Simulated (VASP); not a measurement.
Hf2N: single point with r2SCAN

The system is Hf2N.

```
CELL_PARAMETERS angstrom
5.31312 0.00000 0.00000
0.00000 5.31312 0.00000
0.00000 0.00000 3.24210
ATOMIC_POSITIONS crystal
Hf 0.29554 0.29554 0.00000
Hf 0.70446 0.70446 0.00000
Hf 0.79554 0.20446 0.50000
Hf 0.20446 0.79554 0.50000
N 0.00000 0.00000 0.00000
N 0.50000 0.50000 0.50000
```

```yaml
Program: VASP 6.6.1
Task: single point
Functional: r2SCAN
Potentials_or_basis: VASP PAW PBE potentials, release 64 (Hf_pv, N)
Cutoff: 520 eV
k_mesh: 8 × 8 × 12
Occupations: methfessel-paxton, width 0.02 eV
Spin: no spin polarisation
Dipole_correction: no
Further_INCAR_settings: ALGO = Normal; EDIFF = 1e-06; NBANDS = 34
```

```json
{"Pressure": "-0.1 GPa", "Band gap on the k mesh": "zero (bands 25 and 26 overlap by 2.77 eV)"}
```

Forces on the atoms (eV/Å):
```
Hf  -0.002 -0.002  0.000
Hf   0.002  0.002  0.000
Hf  -0.002  0.002  0.000
Hf   0.002 -0.002  0.000
N    0.000  0.000  0.000
N    0.000  0.000  0.000
```

Levels at points of the mesh, in eV from the Fermi level:
```csv
k point,band 22,band 23,band 24,band 25,band 26,band 27,band 28,band 29
"(0.00, 0.00, 0.00)",-2.26,-0.46,1.00,1.11,1.11,1.18,1.78,1.98
"(0.50, 0.00, 0.00)",-2.73,-1.14,-1.14,1.41,1.41,2.02,2.02,2.13
"(0.50, 0.50, 0.00)",-2.02,-1.48,-1.48,1.03,1.03,1.63,1.63,2.02
"(0.00, 0.00, 0.50)",-1.68,-1.37,-1.37,-1.36,-1.36,2.29,2.29,3.91
"(0.50, 0.00, 0.50)",-2.02,-1.34,-1.34,-1.11,-1.11,1.83,1.83,4.04
"(0.50, 0.50, 0.50)",-1.88,-0.79,-0.79,-0.77,-0.77,1.28,1.28,2.93
```

Wall time 15 min on 1 thread of AMD EPYC 9R45 96-Core Processor (Zen 5) (shared host), peak memory 0.35 GiB.

Caveat: the PAW data sets were made with another functional, which shifts forces and pressure a little; spin-orbit coupling is left out, which moves the levels of the heavy elements.
